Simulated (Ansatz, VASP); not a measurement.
**Y in VASP and in Ansatz**

```
CELL_PARAMETERS angstrom
-2.02086 2.02086 2.02086
2.02086 -2.02086 2.02086
2.02086 2.02086 -2.02086
ATOMIC_POSITIONS crystal
Y 0.00000 0.00000 0.00000
```

Alike in both runs: task relaxation of cell and atoms; functional PBEsol; k mesh 11 × 11 × 11; occupations fermi-dirac, width 0.1 eV; no spin polarisation.

|  | VASP | Ansatz |
| --- | --- | --- |
| version | VASP 6.6.1 | Ansatz 0.2.0 |
| potentials or method | VASP PAW PBE potentials, release 64 (Y_sv), cutoff 600 eV | plane waves (420 eV) with PAW, scalar-relativistic |
| valence electrons in the cell | 11 | 11 |

|  | VASP | Ansatz | Ansatz less VASP |
| --- | --- | --- | --- |
| relaxed volume (Å³/atom) | 31.38 | 31.47 | +0.086 |
| relaxed cell length with the largest relative difference (Å) | 3.442 | 3.445 | +0.0031 |

VASP's potentials were made for PBE, not for PBEsol, and Ansatz warns of the same on its side.
